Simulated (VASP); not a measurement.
# Cd (P6/mmm) in VASP: notebook

Runs on Cd. Level: BLYP. Tasks: single point.

All numbers are computed with VASP 6.6.1; they aren't measurements. Logs are shortened: lines on timing, memory, paths and dates and some standing lists are left out, and cuts for length are marked.

## (1) The cell of the first run

The structure is hexagonal, space group P6/mmm (No. 191). The conventional cell has a = 5.546 Å, b = 5.546 Å, c = 3.208 Å, α = 90.00°, β = 90.00°, γ = 120.00°. Cd (site symmetry 6/mmm) has 14 Cd at 3.21 to 3.58 Å within 4.2 Å. Within 4.2 Å of Cd (site symmetry -6m2) lie 11 Cd at 3.20 to 3.58 Å.

This isn't the form of Cd at room conditions, which is hcp.

## (2) Single point, BLYP (28.49 Å³/atom)

The input, INCAR:

```
PREC = Accurate
ENCUT = 520
EDIFF = 1E-6
ISMEAR = -1
SIGMA = 0.1
LREAL = False
LASPH = True
NELM = 60
ALGO = Normal
ISIF = 2
LWAVE = False
LCHARG = False
GGA = B5
ALDAX = 1.0
AGGAX = 1.0
AGGAC = 1.0
ALDAC = 0.0
NBANDS = 25
```

The input, KPOINTS:

```
Automatic mesh
0
Gamma
  8 8 11
```

The input, POSCAR:

```
Cd
1.0
    5.5461525086      0.0000000000      0.0000000000
   -2.7730762543      4.8031089657      0.0000000000
    0.0000000000      0.0000000000      3.2082518583
Cd
3
Direct
    0.0000000000      0.0000000000      0.0000000000
    0.3333333333      0.6666666667      0.5000000000
    0.6666666667      0.3333333333      0.5000000000
```

Potentials or basis: VASP PAW PBE potentials, release 64 (Cd).

Run with:

```
$ cat potpaw_PBE.64/Cd/POTCAR > POTCAR
$ mpirun -np 1 vasp_std > vasp.out
```

OUTCAR:

```text
PREC = Accurate
   ENCUT = 520
   EDIFF = 1E-6
   ISMEAR = -1
   LREAL = False
   LASPH = True
   NELM = 60
   ISIF = 2
   GGA = B5

 ion  position               nearest neighbor table
   1  0.000  0.000  0.000-   2 3.58   3 3.58   2 3.58   3 3.58   2 3.58   2 3.58   3 3.58   3 3.58
                             3 3.58   3 3.58   2 3.58   2 3.58
   2  0.333  0.667  0.500-   3 3.20   3 3.20   3 3.20   1 3.58   1 3.58   1 3.58   1 3.58   1 3.58
                             1 3.58
   3  0.667  0.333  0.500-   2 3.20   2 3.20   2 3.20   1 3.58   1 3.58   1 3.58   1 3.58   1 3.58
                             1 3.58

  LATTYP: Found a hexagonal cell.
 ALAT       =     5.5461525086
 C/A-ratio  =     0.5784644135

  Lattice vectors:

 A1 = (   5.5461525086,   0.0000000000,   0.0000000000)
 A2 = (  -2.7730762543,   4.8031089657,   0.0000000000)
 A3 = (   0.0000000000,   0.0000000000,   3.2082518583)

Analysis of symmetry for initial positions (statically):
=====================================================================
 Subroutine PRICEL returns:
 Original cell was already a primitive cell.

 Routine SETGRP: Setting up the symmetry group for a
 hexagonal supercell.

 Subroutine GETGRP returns: Found 24 space group operations
 (whereof 24 operations were pure point group operations)
 out of a pool of 24 trial point group operations.

The static configuration has the point symmetry D_6h.

Analysis of symmetry for dynamics (positions and initial velocities):
=====================================================================
 Subroutine PRICEL returns:
 Original cell was already a primitive cell.

 Routine SETGRP: Setting up the symmetry group for a
 hexagonal supercell.

 Subroutine GETGRP returns: Found 24 space group operations
 (whereof 24 operations were pure point group operations)
 out of a pool of 24 trial point group operations.

The dynamic configuration has the point symmetry D_6h.

 Subroutine INISYM returns: Found 24 space group operations
 (whereof 24 operations are pure point group operations),
 and found     1 'primitive' translations

----------------------------------------------------------------------------------------

                                     Primitive cell

  volume of cell :      85.4639

  direct lattice vectors                    reciprocal lattice vectors
     5.546152509  0.000000000  0.000000000     0.180305175  0.104099241  0.000000000
    -2.773076254  4.803108966  0.000000000     0.000000000  0.208198483  0.000000000
     0.000000000  0.000000000  3.208251858     0.000000000  0.000000000  0.311696227

  length of vectors
     5.546152509  5.546152509  3.208251858     0.208198483  0.208198483  0.311696227

  position of ions in fractional coordinates (direct lattice)
     0.000000000  0.000000000  0.000000000
     0.333333333  0.666666667  0.500000000
     0.666666667  0.333333333  0.500000000

  ion indices of the primitive-cell ions
   primitive index   ion index
                 1           1
                 2           2
                 3           3

----------------------------------------------------------------------------------------

 KPOINTS: Automatic mesh

Automatic generation of k-mesh.
 Grid dimensions read from file:
 generate k-points for:    8    8   11

 Generating k-lattice:

  Cartesian coordinates                     Fractional coordinates (reciprocal lattice)
     0.022538147  0.013012405  0.000000000     0.125000000  0.000000000  0.000000000
     0.000000000  0.026024810  0.000000000     0.000000000  0.125000000  0.000000000
     0.000000000  0.000000000  0.028336021     0.000000000  0.000000000  0.090909091

  Length of vectors
     0.026024810  0.026024810  0.028336021

  Shift w.r.t. Gamma in fractional coordinates (k-lattice)
     0.000000000  0.000000000  0.000000000

 Subroutine IBZKPT returns following result:
 ===========================================

 Found     60 irreducible k-points:

 Following reciprocal coordinates:
            Coordinates               Weight
  0.000000  0.000000  0.000000      1.000000
  0.125000  0.000000  0.000000      6.000000
  0.250000  0.000000  0.000000      6.000000
  0.375000  0.000000  0.000000      6.000000
  0.500000  0.000000  0.000000      3.000000
  0.125000  0.125000  0.000000      6.000000
[... 16 lines left out ...]
  0.250000  0.000000  0.181818     12.000000
  0.375000  0.000000  0.181818     12.000000
 [... further k-points ...]
   k-points           NKPTS =     60   k-points in BZ     NKDIM =     60   number of bands    NBANDS=     25
   number of dos      NEDOS =    301   number of ions     NIONS =      3
   total plane-waves  NPLWV =  42336
   dimension x,y,z NGX =    42 NGY =   42 NGZ =   24
   dimension x,y,z NGXF=    84 NGYF=   84 NGZF=   48
   ions per type =               3
   NGX,Y,Z   is equivalent  to a cutoff of  12.59, 12.59, 12.44 a.u.
   NGXF,Y,Z  is equivalent  to a cutoff of  25.18, 25.18, 24.87 a.u.
 SYSTEM =  unknown system
   PREC   = accura    normal or accurate (medium, high low for compatibility)
   ISTART =      0    job   : 0-new  1-cont  2-samecut
   ICHARG =      2    charge: 1-file 2-atom 10-const
   ISPIN  =      1    spin polarized calculation?
   LNONCOLLINEAR =      F non collinear calculations
   LSORBIT =      F    spin-orbit coupling
   LASPH  =      T    aspherical Exc in radial PAW
   ENCUT  =  520.0 eV  38.22 Ry    6.18 a.u.  10.31 10.31  5.97*2*pi/ulx,y,z
   NELM   =     60;   NELMIN=  2; NELMDL= -5     # of ELM steps
   EDIFF  = 0.1E-05   stopping-criterion for ELM
   LREAL  =      F    real-space projection
   EDIFFG = 0.1E-04   stopping-criterion for IOM
   NSW    =      0    number of steps for IOM
   IBRION =     -1    ionic relax: 0-MD 1-quasi-New 2-CG
   NFREE  =      0    steps in history (QN), initial steepest desc. (CG)
   ISIF   =      2    stress and relaxation
   ISYM   =      2    0-nonsym 1-usesym 2-fastsym
   POTIM  = 0.5000    time-step for ionic-motion
   TEBEG  =    0.0;   TEEND  =   0.0 temperature during run
   PSTRESS=    0.0 pullay stress
   NELECT =      36.0000    total number of electrons
   NUPDOWN=      -1.0000    fix difference up-down
   EMIN   =  10.00;   EMAX   =-10.00  energy-range for DOS
   EFERMI =   0.00;   METHOD = LEGACY
   ISMEAR =    -1;   SIGMA  =   0.10  broadening in eV -4-tet -1-fermi 0-gaus
   EFERMI_NEDOS =   21; number of points for ismear=-14 and -15
   IALGO  =     38    algorithm
   IMIX   =      4    mixing-type and parameters
     AMIX     =   0.40;   BMIX     =  1.00
     AMIX_MAG =   1.60;   BMIX_MAG =  1.00
  volume/ion in A,a.u.               =      28.49       192.25
  Fermi-wavevector in a.u.,A,eV,Ry     =   1.227198  2.319069 20.490589  1.506016
  Thomas-Fermi vector in A             =   2.362171
   LORBIT       =      0    0 simple, 1 ext, 2 COOP (PROOUT), +10 PAW based schemes
   GGA     = B5    functional components
   LHFCALC =     F    Hartree Fock is set to
   AEXX    =    0.0000 exact exchange contribution
   IVDW    =     0    specifies the selected vdW correction
   LEPSILON=     F    determine dielectric tensor
   LRPA    =     F    only Hartree local field effects (RPA)
 non-spin polarized calculation
  energy-cutoff  :      520.00
  volume of cell :       85.46
 maximum number of plane-waves:      2340
 NGX is ok and might be reduce to    42
   NGX = 21   NGY = 21   NGZ = 11

 number of electron      35.9999980 magnetization

 Free energy of the ion-electron system (eV)
  ---------------------------------------------------
  ext. energy  EPLUGINS =         0.00000000
  ---------------------------------------------------
  free energy    TOTEN  =        -0.35767867 eV

  energy without entropy =       -0.32397682  energy(sigma->0) =       -0.34082774

 E-fermi :   1.5928     XC(G=0):  -9.0865

 val. band max:        1.5910472587   @ k =   0.1250   0.0000   0.2727
 cond. band min:       1.6285490979   @ k =   0.5000   0.0000   0.3636
 fundamental gap:      0.0375018392
 Fermi energy:         1.5927922861

 k-point     1 :       0.0000    0.0000    0.0000
  band No.  band energies     occupation
      1      -7.4528      2.00000
      2      -7.1855      2.00000
      3      -7.1691      2.00000
      4      -7.0264      2.00000
      5      -7.0264      2.00000
      6      -6.8942      2.00000
[... 17 lines left out ...]
     24      13.0887      0.00000
     25      13.7551      0.00000

 k-point     2 :       0.1250    0.0000    0.0000
  band No.  band energies     occupation
      1      -7.4417      2.00000
      2      -7.1997      2.00000
      3      -7.1772      2.00000
      4      -7.0680      2.00000
      5      -7.0596      2.00000
      6      -6.9313      2.00000
[... 17 lines left out ...]
     24      12.6486      0.00000
     25      13.1291      0.00000

 k-point     3 :       0.2500    0.0000    0.0000
  band No.  band energies     occupation
      1      -7.4116      2.00000
      2      -7.2386      2.00000
      3      -7.2064      2.00000
      4      -7.1283      2.00000
      5      -7.1256      2.00000
      6      -6.9538      2.00000
[... 17 lines left out ...]
     24      10.6756      0.00000
     25      11.4986      0.00000

 k-point     4 :       0.3750    0.0000    0.0000
  band No.  band energies     occupation
      1      -7.3715      2.00000
      2      -7.2941      2.00000
      3      -7.2453      2.00000
      4      -7.1665      2.00000
      5      -7.1559      2.00000
      6      -6.9716      2.00000
[... 17 lines left out ...]
     24       9.7196      0.00000
     25      10.5498      0.00000
[... 477 lines left out ...]
 k-point    22 :       0.1250    0.0000    0.1818
  band No.  band energies     occupation
      1      -7.2670      2.00000
      2      -7.0983      2.00000
      3      -7.0915      2.00000
      4      -7.0217      2.00000
      5      -7.0203      2.00000
      6      -6.9928      2.00000
[... 17 lines left out ...]
     24      10.9155      0.00000
     25      11.3046      0.00000

 k-point    23 :       0.2500    0.0000    0.1818
  band No.  band energies     occupation
      1      -7.2557      2.00000
      2      -7.1588      2.00000
      3      -7.1433      2.00000
      4      -7.0415      2.00000
      5      -7.0167      2.00000
      6      -6.9859      2.00000
[... 17 lines left out ...]
     24       9.6721      0.00000
     25      10.8045      0.00000

 k-point    24 :       0.3750    0.0000    0.1818
  band No.  band energies     occupation
      1      -7.2542      2.00000
      2      -7.1857      2.00000
      3      -7.1746      2.00000
      4      -7.0676      2.00000
      5      -7.0012      2.00000
      6      -6.9875      2.00000
[... 17 lines left out ...]
     24       9.0084      0.00000
     25       9.4546      0.00000

 [... further k-points ...]

------------------------ aborting loop because EDIFF is reached ----------------------------------------

  FORCE on cell =-STRESS in cart. coord.  units (eV):
  Direction    XX          YY          ZZ          XY          YZ          ZX
  --------------------------------------------------------------------------------------
  -------------------------------------------------------------------------------------
  Total        0.0587637      0.0587637      0.0248491      0.0000000      0.0000000      0.0000000
  in kB        1.1016339      1.1016339      0.4658428      0.0000000      0.0000000      0.0000000
  external PRESSURE =       0.8897035 kB  Pullay stress =       0.0000000 kB

 VOLUME and BASIS-vectors are now :
 -----------------------------------------------------------------------------
  energy-cutoff  :      520.00
  volume of cell :       85.46
      direct lattice vectors                 reciprocal lattice vectors
     5.546152509  0.000000000  0.000000000     0.180305175  0.104099241  0.000000000
    -2.773076254  4.803108966  0.000000000     0.000000000  0.208198483  0.000000000
     0.000000000  0.000000000  3.208251858     0.000000000  0.000000000  0.311696227

 POSITION                                       TOTAL-FORCE (eV/Angst)
 -----------------------------------------------------------------------------------
      0.00000      0.00000      0.00000         0.000000     -0.000000      0.000000
     -0.00000      3.20207      1.60413         0.000000      0.000000      0.000000
      2.77308      1.60104      1.60413        -0.000000      0.000000      0.000000
 -----------------------------------------------------------------------------------
    total drift:                                0.000000     -0.000000     -0.000000

  FREE ENERGIE OF THE ION-ELECTRON SYSTEM (eV)
  ---------------------------------------------------
  free  energy   TOTEN  =        -0.3576786653 eV

  energy  without entropy=       -0.3239768239  energy(sigma->0) =       -0.34082774
```

Wall time 47 s (1 thread of Intel Xeon 6975P-C (Granite Rapids), shared host); peak memory 0.25 GiB.

What came out:

| Quantity | Value |
| --- | --- |
| Free energy | -0.3577 eV |
| Pressure | 0.1 GPa |
| Band gap on the k mesh | zero (bands 18 and 19 overlap by 3.61 eV) |

Caveat: the PAW data sets were made with another functional, which shifts forces and pressure a little.

## (3) Single point, BLYP (29.63 Å³/atom)

This run uses another cell than the first one, of 29.63 Å³/atom.

The input, INCAR:

```
SYSTEM = Cd
PREC     = Accurate       ! precision mode
ENCUT    = 520            ! plane-wave cutoff, eV
EDIFF    = 1E-6           ! SCF threshold, eV
ISMEAR   = -1             ! smearing method
SIGMA    = 0.1            ! smearing width, eV
LREAL    = .FALSE.        ! projectors in reciprocal space
LASPH    = .TRUE.         ! aspherical terms in the spheres
NELM     = 100            ! most SCF steps
ALGO     = Normal         ! electronic algorithm
ISIF     = 2              ! what is computed and relaxed
LWAVE    = .FALSE.        ! write WAVECAR
LCHARG   = .FALSE.        ! write CHGCAR
GGA      = B5             ! functional
ALDAX    = 1.0          
AGGAX    = 1.0          
AGGAC    = 1.0          
ALDAC    = 0.0          
NBANDS   = 25             ! bands
```

The input, KPOINTS:

```
Automatic mesh
0
G
  8 8 11
  0 0 0
```

The input, POSCAR:

```
Cd
1.0
    5.6191365691      0.0000000000      0.0000000000
   -2.8095682845      4.8663150162      0.0000000000
    0.0000000000      0.0000000000      3.2504705400
Cd
3
Direct
    0.0000000000      0.0000000000      0.0000000000
    0.3333333333      0.6666666667      0.5000000000
    0.6666666667      0.3333333333      0.5000000000
```

Potentials or basis: VASP PAW PBE potentials, release 64 (Cd).

Run with:

```
$ cat potpaw_PBE.64/Cd/POTCAR > POTCAR
$ mpirun -np 1 vasp_std > vasp.out
```

Run time: 44 s. Hardware: 1 thread of Intel Xeon 6975P-C (Granite Rapids), shared host; peak memory 0.24 GiB.

It converged, with:

| Property | Result |
| --- | --- |
| Free energy | -0.3554 eV |
| Pressure | -0.3 GPa |
| Band gap on the k mesh | zero (bands 18 and 19 overlap by 3.35 eV) |

Levels at points of the mesh, in eV from the Fermi level:
| k point | band 16 | band 17 | band 18 | band 19 | band 20 | band 21 |
| --- | --- | --- | --- | --- | --- | --- |
| (0.00, 0.00, 0.00) | -6.75 | -0.72 | -0.57 | 1.05 | 1.05 | 1.11 |
| (0.50, 0.00, 0.00) | -4.96 | -4.94 | -1.64 | -1.01 | 5.01 | 5.06 |

Caveat: the PAW data sets were made with another functional, which shifts forces and pressure a little.

## (4) Single point, BLYP (30.77 Å³/atom)

This run uses another cell than the first one, of 30.77 Å³/atom.

The input, INCAR:

```
SYSTEM = Cd
  PREC = Accurate
  ENCUT = 520
  EDIFF = 1E-7
  ISMEAR = -1
  SIGMA = 0.1
  LREAL = .False.
  LASPH = .True.
  NELM = 60
  ALGO = Normal
  ISIF = 2
  LWAVE = .False.
  LCHARG = .False.
  GGA = B5
  ALDAX = 1.0
  AGGAX = 1.0
  AGGAC = 1.0
  ALDAC = 0.0
  NBANDS = 25
```

The input, KPOINTS:

```
Automatic mesh
0
Gamma
  8 8 11
  0 0 0
```

The input, POSCAR:

```
Cd
1.0
    5.6902724318      0.0000000000      0.0000000000
   -2.8451362159      4.9279204804      0.0000000000
    0.0000000000      0.0000000000      3.2916201051
Cd
3
Direct
    0.0000000000      0.0000000000      0.0000000000
    0.3333333333      0.6666666667      0.5000000000
    0.6666666667      0.3333333333      0.5000000000
```

Run with:

```
$ cat potpaw_PBE.64/Cd/POTCAR > POTCAR
$ mpirun -np 1 vasp_std > vasp.out
```

Wall time 50 s (1 thread of Intel Xeon 6975P-C (Granite Rapids), shared host); peak memory 0.25 GiB.

The run converged. Its results:

- Free energy: -0.3458 eV
- Pressure: -0.6 GPa
- Band gap on the k mesh: zero (bands 18 and 19 overlap by 3.10 eV)

Levels at points of the mesh, in eV from the Fermi level:
| k point | band 14 | band 15 | band 16 | band 17 | band 18 | band 19 | band 20 | band 21 | band 22 | band 23 |
| --- | --- | --- | --- | --- | --- | --- | --- | --- | --- | --- |
| (0.00, 0.00, 0.00) | -8.06 | -8.06 | -6.53 | -0.77 | -0.64 | 1.09 | 1.09 | 1.15 | 1.15 | 7.44 |
| (0.50, 0.00, 0.00) | -8.09 | -8.06 | -4.81 | -4.79 | -1.66 | -0.89 | 4.87 | 4.92 | 6.16 | 6.21 |

Caveat: the PAW data sets were made with another functional, which shifts forces and pressure a little.

## (5) Single point, BLYP (31.91 Å³/atom)

This run uses another cell than the first one, of 31.91 Å³/atom.

The input, INCAR:

```
PREC = Accurate
ENCUT = 520
EDIFF = 1E-6
ISMEAR = -1
SIGMA = 0.1
LREAL = False
LASPH = True
NELM = 100
ALGO = Normal
ISIF = 2
LWAVE = False
LCHARG = False
GGA = B5
ALDAX = 1.0
AGGAX = 1.0
AGGAC = 1.0
ALDAC = 0.0
NBANDS = 25
```

The input, KPOINTS:

```
Automatic mesh
0
Gamma
  8 8 11
```

The input, POSCAR:

```
Cd
1.0
    5.7596728377      0.0000000000      0.0000000000
   -2.8798364189      4.9880229950      0.0000000000
    0.0000000000      0.0000000000      3.3317657703
Cd
3
Direct
    0.0000000000      0.0000000000      0.0000000000
    0.3333333333      0.6666666667      0.5000000000
    0.6666666667      0.3333333333      0.5000000000
```

Run with:

```
$ cat potpaw_PBE.64/Cd/POTCAR > POTCAR
$ mpirun -np 1 vasp_std > vasp.out
```

Run time: 60 s. Hardware: 1 thread of Intel Xeon 6975P-C (Granite Rapids), shared host; peak memory 0.29 GiB.

It converged, with:

- Free energy: -0.3317 eV
- Pressure: -0.8 GPa
- Band gap on the k mesh: zero (bands 18 and 19 overlap by 2.86 eV)

Levels at points of the mesh, in eV from the Fermi level:
| k point | band 16 | band 17 | band 18 | band 19 | band 20 | band 21 |
| --- | --- | --- | --- | --- | --- | --- |
| (0.00, 0.00, 0.00) | -6.34 | -0.83 | -0.70 | 1.12 | 1.12 | 1.19 |
| (0.50, 0.00, 0.00) | -4.68 | -4.65 | -1.68 | -0.78 | 4.72 | 4.78 |

Caveat: the PAW data sets were made with another functional, which shifts forces and pressure a little.

## (6) Summary

| cell | gap on the mesh (eV) | pressure (GPa) |
| --- | --- | --- |
| a = 5.546, b = 5.546, c = 3.208 Å, angles 90.0, 90.0, 120.0°, 3 atoms | none | 0.1 |
| a = 5.619, b = 5.619, c = 3.250 Å, angles 90.0, 90.0, 120.0°, 3 atoms | none | -0.3 |
| a = 5.690, b = 5.690, c = 3.292 Å, angles 90.0, 90.0, 120.0°, 3 atoms | none | -0.6 |
| a = 5.760, b = 5.760, c = 3.332 Å, angles 90.0, 90.0, 120.0°, 3 atoms | none | -0.8 |

Alike in all rows: task single point; level BLYP; potentials or basis VASP PAW PBE potentials, release 64 (Cd); no spin polarisation; k mesh 8 × 8 × 11; cutoff (eV) 520; smearing fermi-dirac 0.1 eV.

Caveats: the PAW data sets were made with another functional, which shifts forces and pressure a little.

Total energies depend on the potentials used, so only differences within one code and one set of settings carry meaning.
